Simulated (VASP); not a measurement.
# VNiC4N4 (P-43m) in VASP: a series of runs, part 2 of 2

VASP 6.6.1.

### 3 Single point, PBE, collinear spin, ferromagnetic start

This run uses another cell than the first one, of 20.36 Å³/atom.

File INCAR:

```
SYSTEM = VNiC4N4
  PREC = Accurate
  ENCUT = 520
  EDIFF = 1E-7
  ISMEAR = 0
  SIGMA = 0.1
  LREAL = .False.
  LASPH = .True.
  NELM = 150
  ALGO = Normal
  ISIF = 2
  LWAVE = .False.
  LCHARG = .True.
  ISPIN = 2
  MAGMOM = 2 2 0 0 0 0 0 0 0 0
  LORBIT = 11
  LMAXMIX = 4
  GGA = PE
  LELF = .True.
  LVHAR = .True.
  NBANDS = 44
```

File KPOINTS:

```
Automatic mesh
0
Gamma
  4 4 4
  0 0 0
```

File POSCAR:

```
VNiC4N4
1.0
    5.8826218900      0.0000000000      0.0000000000
    0.0000000000      5.8826218900      0.0000000000
    0.0000000000      0.0000000000      5.8826218900
V Ni C N
1 1 4 4
Direct
    0.0000000000      0.0000000000      0.0000000000
    0.5000000000      0.5000000000      0.5000000000
    0.1881440800      0.1881440800      0.1881440800
    0.1881440800      0.8118559200      0.8118559200
    0.8118559200      0.1881440800      0.8118559200
    0.8118559200      0.8118559200      0.1881440800
    0.3029738000      0.3029738000      0.3029738000
    0.3029738000      0.6970262000      0.6970262000
    0.6970262000      0.3029738000      0.6970262000
    0.6970262000      0.6970262000      0.3029738000
```

Potentials or basis: VASP PAW PBE potentials, release 64 (V_sv, Ni, C, N).

Launch:

```console
cat potpaw_PBE.64/V_sv/POTCAR potpaw_PBE.64/Ni/POTCAR potpaw_PBE.64/C/POTCAR potpaw_PBE.64/N/POTCAR > POTCAR
mpirun -np 1 vasp_std > vasp.out
```

OUTCAR:

```text
SYSTEM = VNiC4N4
   PREC = Accurate
   ENCUT = 520
   EDIFF = 1E-7
   ISMEAR = 0
   LREAL = .False.
   LASPH = .True.
   NELM = 150
   ISIF = 2
   ISPIN = 2
   LORBIT = 11
   GGA = PE

 ion  position               nearest neighbor table
   1  0.000  0.000  0.000-   3 1.92   4 1.92   5 1.92   6 1.92
   2  0.500  0.500  0.500-   7 2.01   8 2.01   9 2.01  10 2.01
   3  0.188  0.188  0.188-   7 1.17   1 1.92
   4  0.188  0.812  0.812-   8 1.17   1 1.92
   5  0.812  0.188  0.812-   9 1.17   1 1.92
   6  0.812  0.812  0.188-  10 1.17   1 1.92
   7  0.303  0.303  0.303-   3 1.17   2 2.01
   8  0.303  0.697  0.697-   4 1.17   2 2.01
   9  0.697  0.303  0.697-   5 1.17   2 2.01
  10  0.697  0.697  0.303-   6 1.17   2 2.01

  LATTYP: Found a simple cubic cell.
 ALAT       =     5.8826218900

  Lattice vectors:

 A1 = (   5.8826218900,   0.0000000000,   0.0000000000)
 A2 = (   0.0000000000,   5.8826218900,   0.0000000000)
 A3 = (   0.0000000000,   0.0000000000,   5.8826218900)

Analysis of symmetry for initial positions (statically):
=====================================================================
 Subroutine PRICEL returns:
 Original cell was already a primitive cell.
[... 1095 lines left out ...]
     0.000000000  5.882621890  0.000000000     0.000000000  0.169992228  0.000000000
     0.000000000  0.000000000  5.882621890     0.000000000  0.000000000  0.169992228

 POSITION                                       TOTAL-FORCE (eV/Angst)
 -----------------------------------------------------------------------------------
      0.00000      0.00000      0.00000         0.000000      0.000000      0.000000
      2.94131      2.94131      2.94131         0.000000      0.000000      0.000000
      1.10678      1.10678      1.10678         0.178058      0.178058      0.178058
      1.10678      4.77584      4.77584         0.178058     -0.178058     -0.178058
      4.77584      1.10678      4.77584        -0.178058      0.178058     -0.178058
      4.77584      4.77584      1.10678        -0.178058     -0.178058      0.178058
      1.78228      1.78228      1.78228         1.225112      1.225112      1.225112
      1.78228      4.10034      4.10034         1.225112     -1.225112     -1.225112
      4.10034      1.78228      4.10034        -1.225112      1.225112     -1.225112
      4.10034      4.10034      1.78228        -1.225112     -1.225112      1.225112
 -----------------------------------------------------------------------------------
    total drift:                               -0.000000     -0.000000      0.000000

  FREE ENERGIE OF THE ION-ELECTRON SYSTEM (eV)
  ---------------------------------------------------
  free  energy   TOTEN  =       -79.5746103090 eV

  energy  without entropy=      -79.4985760189  energy(sigma->0) =      -79.53659316

 total charge

# of ion       s       p       d       tot
------------------------------------------
    1        2.354   6.289   3.166  11.809
    2        0.328   0.447   8.241   9.016
    3        0.967   1.687   0.000   2.655
    4        0.967   1.687   0.000   2.655
    5        0.967   1.687   0.000   2.655
    6        0.967   1.687   0.000   2.655
    7        1.307   2.535   0.000   3.843
    8        1.307   2.535   0.000   3.843
    9        1.307   2.535   0.000   3.843
   10        1.307   2.535   0.000   3.843
--------------------------------------------------
tot         11.782  23.625  11.407  46.814

 magnetization (x)

# of ion       s       p       d       tot
------------------------------------------
    1        0.014   0.008   1.267   1.289
    2       -0.001  -0.001   0.208   0.205
    3       -0.007  -0.027   0.000  -0.034
    4       -0.007  -0.027   0.000  -0.034
    5       -0.007  -0.027   0.000  -0.034
    6       -0.007  -0.027   0.000  -0.034
    7        0.003   0.063   0.000   0.066
    8        0.003   0.063   0.000   0.066
    9        0.003   0.063   0.000   0.066
   10        0.003   0.063   0.000   0.066
--------------------------------------------------
tot         -0.005   0.153   1.475   1.623
```

stdout:

```text
POSCAR found type information on POSCAR V NiC N
 POSCAR found :  4 types and      10 ions
 scaLAPACK will be used
 LDA part: xc-table for (Slater+PW92), standard interpolation
 POSCAR, INCAR and KPOINTS ok, starting setup
 FFT: planning ... GRIDC
 FFT: planning ... GRID_SOFT
 FFT: planning ... GRID
 WAVECAR not read
 entering main loop
```

Wall time 6.3 min (1 thread of Intel Xeon Platinum 8259CL at 2.50GHz (Skylake/Cascade Lake), shared host); peak memory 0.48 GiB.

What came out:

```yaml
Free_energy: -79.5746 eV
Pressure: 1.7 GPa
Largest_force: 2.122 eV/Å
Net_moment: 1.84 μB per cell
Site_moments: V +1.29; Ni +0.20; C -0.03; N +0.07 μB
Valence_electrons_inside_the_program's_atomic_spheres: V 11.81; Ni 9.02; C 2.65; N 3.84
```

Forces in eV/Å, atoms in the order of the input:
```
V    0.000  0.000  0.000
Ni   0.000  0.000  0.000
C    0.178  0.178  0.178
C    0.178 -0.178 -0.178
C   -0.178  0.178 -0.178
C   -0.178 -0.178  0.178
N    1.225  1.225  1.225
N    1.225 -1.225 -1.225
N   -1.225  1.225 -1.225
N   -1.225 -1.225  1.225
```

Caveat: a cell with one magnetic atom can't hold antiferromagnetic order, which such compounds often take; forces of over 1 eV/Å act on the atoms, so gaps and moduli don't describe the material at rest. With open d or f shells a metallic result of PBE can be an artefact of self-interaction; +U or a hybrid may open a gap.
